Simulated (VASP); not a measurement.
# Lu3AlN4 in VASP: single point with PBE

Aim: the single point of Lu3AlN4 with PBE.

Program: VASP 6.6.1. These are calculated values, not measurements. Logs are shortened: lines on timing, memory, paths and dates and some standing lists are left out, and cuts for length are marked.

### Step 1. The cell of the first run

The typed cell holds 8 atoms: a = 4.783 Å, b = 3.245 Å, c = 6.476 Å, α = 90.00°, β = 90.00°, γ = 90.00°.

The cell was generated, and may not be a known phase.

### Step 2. Single point, PBE

File INCAR:

```
PREC     = Accurate       # precision mode
ENCUT    = 520            # plane-wave cutoff, eV
EDIFF    = 1E-7           # SCF threshold, eV
ISMEAR   = 0              # smearing method
SIGMA    = 0.02           # smearing width, eV
LREAL    = False          # projectors in reciprocal space
LASPH    = True           # aspherical terms in the spheres
NELM     = 80             # most SCF steps
ALGO     = Normal         # electronic algorithm
ISIF     = 2              # what is computed and relaxed
LWAVE    = False          # write WAVECAR
LCHARG   = False          # write CHGCAR
GGA      = PE             # functional
NBANDS   = 59             # bands
KPAR     = 4
```

File KPOINTS:

```
regular mesh
0
Gamma
  8 12 6
```

File POSCAR:

```
Lu3AlN4
1.0
    4.7826150665      0.0000000000      0.0014020946
    0.0000000000      3.2451364388      0.0000000000
   -0.0015294037      0.0000000000      6.4759933020
Lu Al N
3 1 4
Direct
    0.7425731597      0.0000000000      0.1249951142
    0.2413120017      0.5000000000      0.3824260307
    0.2413033016      0.5000000000      0.8675842967
    0.7074981913      0.0000000000      0.6249973660
    0.2993574057      0.0000000000      0.6250024112
    0.2550010029      0.0000000000      0.1250028554
    0.7564775338      0.5000000000      0.3962611179
    0.7564764133      0.5000000000      0.8537318079
```

Potentials or basis: VASP PAW PBE potentials, release 64 (Lu, Al, N).

Command:

```
> cat potpaw_PBE.64/Lu/POTCAR potpaw_PBE.64/Al/POTCAR potpaw_PBE.64/N/POTCAR > POTCAR
> mpirun -np 4 vasp_std > vasp.out
```

OUTCAR:

```text
PREC = Accurate
   ENCUT = 520
   EDIFF = 1E-7
   ISMEAR = 0
   LREAL = False
   LASPH = True
   NELM = 80
   ISIF = 2
   GGA = PE

 ion  position               nearest neighbor table
   1  0.743  0.000  0.125-   6 2.33   8 2.39   8 2.39   7 2.39   7 2.39   6 2.45   4 3.24   4 3.24
                             3 3.33   3 3.33   2 3.33   2 3.33   2 3.34   2 3.34   3 3.34   3 3.34
   2  0.241  0.500  0.382-   5 2.28   5 2.28   7 2.32   6 2.33   6 2.33   7 2.47   3 3.14   4 3.17
                             4 3.17   1 3.33   1 3.33   3 3.33   1 3.34   1 3.34   4 3.41   4 3.41
   3  0.241  0.500  0.868-   5 2.28   5 2.28   8 2.32   6 2.33   6 2.33   8 2.47   2 3.14   4 3.17
                             4 3.17   1 3.33   1 3.33   2 3.33   1 3.34   1 3.34   4 3.41   4 3.41
   4  0.707  0.000  0.625-   5 1.95   7 2.21   7 2.21   8 2.21   8 2.21   3 3.17   3 3.17   2 3.17
                             2 3.17   1 3.24   1 3.24   2 3.41   2 3.41   3 3.41   3 3.41
   5  0.299  0.000  0.625-   4 1.95   2 2.28   2 2.28   3 2.28   3 2.28
   6  0.255  0.000  0.125-   3 2.33   3 2.33   2 2.33   2 2.33   1 2.33   1 2.45
   7  0.756  0.500  0.396-   4 2.21   4 2.21   2 2.32   1 2.39   1 2.39   2 2.47
   8  0.756  0.500  0.854-   4 2.21   4 2.21   3 2.32   1 2.39   1 2.39   3 2.47

  LATTYP: Found a simple monoclinic cell.
 ALAT       =     4.7826152720
 B/A-ratio  =     0.6785275951
 C/A-ratio  =     1.3540695026
 COS(beta)  =    -0.0000569997

  Lattice vectors:

 A1 = (   4.7826150665,   0.0000000000,   0.0014020946)
 A2 = (   0.0000000000,  -3.2451364388,   0.0000000000)
 A3 = (   0.0015294037,   0.0000000000,  -6.4759933020)

Analysis of symmetry for initial positions (statically):
=====================================================================
 Subroutine PRICEL returns:
 Original cell was already a primitive cell.

 Routine SETGRP: Setting up the symmetry group for a
 simple monoclinic supercell.

 Subroutine GETGRP returns: Found  2 space group operations
 (whereof  2 operations were pure point group operations)
 out of a pool of  4 trial point group operations.

The static configuration has the point symmetry C_1h.

Analysis of symmetry for dynamics (positions and initial velocities):
=====================================================================
 Subroutine PRICEL returns:
 Original cell was already a primitive cell.

 Routine SETGRP: Setting up the symmetry group for a
 simple monoclinic supercell.

 Subroutine GETGRP returns: Found  2 space group operations
 (whereof  2 operations were pure point group operations)
 out of a pool of  4 trial point group operations.

The dynamic configuration has the point symmetry C_1h.

 Subroutine INISYM returns: Found  2 space group operations
 (whereof  2 operations are pure point group operations),
 and found     1 'primitive' translations

----------------------------------------------------------------------------------------

                                     Primitive cell

  volume of cell :     100.5090

  direct lattice vectors                    reciprocal lattice vectors
     4.782615067  0.000000000  0.001402095     0.209090616  0.000000000  0.000049380
     0.000000000  3.245136439  0.000000000     0.000000000  0.308153453  0.000000000
    -0.001529404  0.000000000  6.475993302    -0.000045269  0.000000000  0.154416455

  length of vectors
     4.782615272  3.245136439  6.475993483     0.209090622  0.308153453  0.154416462

  position of ions in fractional coordinates (direct lattice)
     0.742573160  0.000000000  0.124995114
     0.241312002  0.500000000  0.382426031
     0.241303302  0.500000000  0.867584297
     0.707498191  0.000000000  0.624997366
     0.299357406  0.000000000  0.625002411
     0.255001003  0.000000000  0.125002855
     0.756477534  0.500000000  0.396261118
     0.756476413  0.500000000  0.853731808

  ion indices of the primitive-cell ions
   primitive index   ion index
                 1           1
                 2           2
                 3           3
                 4           4
                 5           5
                 6           6
                 7           7
                 8           8

----------------------------------------------------------------------------------------

 KPOINTS: regular mesh

Automatic generation of k-mesh.
 Grid dimensions read from file:
 generate k-points for:    8   12    6

 Generating k-lattice:

  Cartesian coordinates                     Fractional coordinates (reciprocal lattice)
     0.026136327  0.000000000  0.000006172     0.125000000  0.000000000  0.000000000
     0.000000000  0.025679454  0.000000000     0.000000000  0.083333333  0.000000000
    -0.000007545  0.000000000  0.025736076     0.000000000  0.000000000  0.166666667

  Length of vectors
     0.026136328  0.025679454  0.025736077

  Shift w.r.t. Gamma in fractional coordinates (k-lattice)
     0.000000000  0.000000000  0.000000000

 Subroutine IBZKPT returns following result:
 ===========================================

 Found    182 irreducible k-points:

 Following reciprocal coordinates:
            Coordinates               Weight
  0.000000  0.000000  0.000000      1.000000
  0.125000  0.000000  0.000000      2.000000
  0.250000  0.000000  0.000000      2.000000
  0.375000  0.000000  0.000000      2.000000
  0.500000  0.000000  0.000000      1.000000
  0.000000  0.083333  0.000000      2.000000
[... 16 lines left out ...]
  0.250000  0.333333  0.000000      4.000000
  0.375000  0.333333  0.000000      4.000000
 [... further k-points ...]
   k-points           NKPTS =    182   k-points in BZ     NKDIM =    182   number of bands    NBANDS=     59
   number of dos      NEDOS =    301   number of ions     NIONS =      8
   total plane-waves  NPLWV =  41472
   dimension x,y,z NGX =    36 NGY =   24 NGZ =   48
   dimension x,y,z NGXF=    72 NGYF=   48 NGZF=   96
   ions per type =               3   1   4
   NGX,Y,Z   is equivalent  to a cutoff of  12.51, 12.30, 12.32 a.u.
   NGXF,Y,Z  is equivalent  to a cutoff of  25.03, 24.59, 24.64 a.u.
 SYSTEM =  unknown system
   PREC   = accura    normal or accurate (medium, high low for compatibility)
   ISTART =      0    job   : 0-new  1-cont  2-samecut
   ICHARG =      2    charge: 1-file 2-atom 10-const
   ISPIN  =      1    spin polarized calculation?
   LNONCOLLINEAR =      F non collinear calculations
   LSORBIT =      F    spin-orbit coupling
   LASPH  =      T    aspherical Exc in radial PAW
   ENCUT  =  520.0 eV  38.22 Ry    6.18 a.u.   8.89  6.03 12.04*2*pi/ulx,y,z
   NELM   =     80;   NELMIN=  2; NELMDL= -5     # of ELM steps
   EDIFF  = 0.1E-06   stopping-criterion for ELM
   LREAL  =      F    real-space projection
   EDIFFG = 0.1E-05   stopping-criterion for IOM
   NSW    =      0    number of steps for IOM
   IBRION =     -1    ionic relax: 0-MD 1-quasi-New 2-CG
   NFREE  =      0    steps in history (QN), initial steepest desc. (CG)
   ISIF   =      2    stress and relaxation
   ISYM   =      2    0-nonsym 1-usesym 2-fastsym
   POTIM  = 0.5000    time-step for ionic-motion
   TEBEG  =    0.0;   TEEND  =   0.0 temperature during run
   PSTRESS=    0.0 pullay stress
   NELECT =      98.0000    total number of electrons
   NUPDOWN=      -1.0000    fix difference up-down
   EMIN   =  10.00;   EMAX   =-10.00  energy-range for DOS
   EFERMI =   0.00;   METHOD = LEGACY
   ISMEAR =     0;   SIGMA  =   0.02  broadening in eV -4-tet -1-fermi 0-gaus
   EFERMI_NEDOS =   21; number of points for ismear=-14 and -15
   IALGO  =     38    algorithm
   IMIX   =      4    mixing-type and parameters
     AMIX     =   0.40;   BMIX     =  1.00
     AMIX_MAG =   1.60;   BMIX_MAG =  1.00
  volume/ion in A,a.u.               =      12.56        84.78
  Fermi-wavevector in a.u.,A,eV,Ry     =   1.623362  3.067708 35.855470  2.635303
  Thomas-Fermi vector in A             =   2.716824
   LORBIT       =      0    0 simple, 1 ext, 2 COOP (PROOUT), +10 PAW based schemes
   GGA     = PE    functional components
   LHFCALC =     F    Hartree Fock is set to
   AEXX    =    0.0000 exact exchange contribution
   IVDW    =     0    specifies the selected vdW correction
   LEPSILON=     F    determine dielectric tensor
   LRPA    =     F    only Hartree local field effects (RPA)
 non-spin polarized calculation
 Gauss-broadening in eV      SIGMA  =   0.02
  energy-cutoff  :      520.00
  volume of cell :      100.51
 maximum number of plane-waves:      2732
   NGX = 17   NGY = 13   NGZ = 25

 number of electron      98.0000037 magnetization

 Free energy of the ion-electron system (eV)
  ---------------------------------------------------
  ext. energy  EPLUGINS =         0.00000000
  ---------------------------------------------------
  free energy    TOTEN  =       -62.40227118 eV

  energy without entropy =      -62.40227118  energy(sigma->0) =      -62.40227118

 E-fermi :   4.7759     XC(G=0): -12.2699

 val. band max:        4.5110840903   @ k =   0.0000   0.0000   0.0000
 cond. band min:       4.8884688010   @ k =   0.0000   0.0000   0.0000
 fundamental gap:      0.3773847108
 Fermi energy:         4.7759406701

 k-point     1 :       0.0000    0.0000    0.0000
  band No.  band energies     occupation
      1     -50.4149      2.00000
      2     -49.8806      2.00000
      3     -49.8533      2.00000
      4     -21.3308      2.00000
      5     -21.2720      2.00000
      6     -21.1467      2.00000
[... 51 lines left out ...]
     58      10.6081      0.00000
     59      10.8640      0.00000

 k-point     2 :       0.1250    0.0000    0.0000
  band No.  band energies     occupation
      1     -50.4147      2.00000
      2     -49.8807      2.00000
      3     -49.8533      2.00000
      4     -21.3645      2.00000
      5     -21.2889      2.00000
      6     -21.1053      2.00000
[... 1353 lines left out ...]
     58      11.4291      0.00000
     59      11.6795      0.00000

 k-point    24 :       0.3750    0.3333    0.0000
  band No.  band energies     occupation
      1     -50.3954      2.00000
      2     -49.8621      2.00000
      3     -49.8344      2.00000
      4     -21.4558      2.00000
      5     -21.3617      2.00000
      6     -21.2117      2.00000
[... 51 lines left out ...]
     58      11.4413      0.00000
     59      11.4549      0.00000

 [... further k-points ...]

------------------------ aborting loop because EDIFF is reached ----------------------------------------

  FORCE on cell =-STRESS in cart. coord.  units (eV):
  Direction    XX          YY          ZZ          XY          YZ          ZX
  --------------------------------------------------------------------------------------
  -------------------------------------------------------------------------------------
  Total        0.4773499      0.5688551      0.5363695      0.0000000      0.0000000     -0.0049616
  in kB        7.6092638      9.0679146      8.5500732      0.0000000      0.0000000     -0.0790908
  external PRESSURE =       8.4090839 kB  Pullay stress =       0.0000000 kB

 VOLUME and BASIS-vectors are now :
 -----------------------------------------------------------------------------
  energy-cutoff  :      520.00
  volume of cell :      100.51
      direct lattice vectors                 reciprocal lattice vectors
     4.782615067  0.000000000  0.001402095     0.209090616  0.000000000  0.000049380
     0.000000000  3.245136439  0.000000000     0.000000000  0.308153453  0.000000000
    -0.001529404  0.000000000  6.475993302    -0.000045269  0.000000000  0.154416455

 POSITION                                       TOTAL-FORCE (eV/Angst)
 -----------------------------------------------------------------------------------
      3.55125      0.00000      0.81051         0.013989      0.000000      0.000451
      1.15352      1.62257      2.47693        -0.000524      0.000000      0.000774
      1.15273      1.62257      5.61881         0.000563      0.000000     -0.001181
      3.38274      0.00000      4.04847         0.009343      0.000000     -0.000051
      1.43076      0.00000      4.04793         0.021105      0.000000      0.000087
      1.21938      0.00000      0.80988        -0.008838      0.000000     -0.000129
      3.61733      1.62257      2.56724        -0.017786      0.000000      0.047680
      3.61663      1.62257      5.52982        -0.017851      0.000000     -0.047631
 -----------------------------------------------------------------------------------
    total drift:                                0.000046     -0.000000     -0.000004

  FREE ENERGIE OF THE ION-ELECTRON SYSTEM (eV)
  ---------------------------------------------------
  free  energy   TOTEN  =       -62.4022711772 eV

  energy  without entropy=      -62.4022711772  energy(sigma->0) =      -62.40227118
```

It took 4.2 min on 4 MPI ranks of Oxide Virtual Turin-like, shared host; peak memory 0.83 GiB.

Results:

- Free energy: -62.4023 eV
- Pressure: 0.8 GPa
- Largest force: 0.051 eV/Å
- Band gap on the k mesh: 0.38 eV

Forces in eV/Å, atoms in the order of the input:
```
Lu   0.014  0.000  0.000
Lu  -0.001  0.000  0.001
Lu   0.001  0.000 -0.001
Al   0.009  0.000  0.000
N    0.021  0.000  0.000
N   -0.009  0.000  0.000
N   -0.018  0.000  0.048
N   -0.018  0.000 -0.048
```

Stress tensor (GPa, compression positive):
```
 0.76  0.00 -0.01
 0.00  0.91  0.00
-0.01  0.00  0.86
```

Caveat: semilocal functionals underestimate gaps, and a narrow one can read as zero; spin-orbit coupling is left out, which moves the levels of the heavy elements.
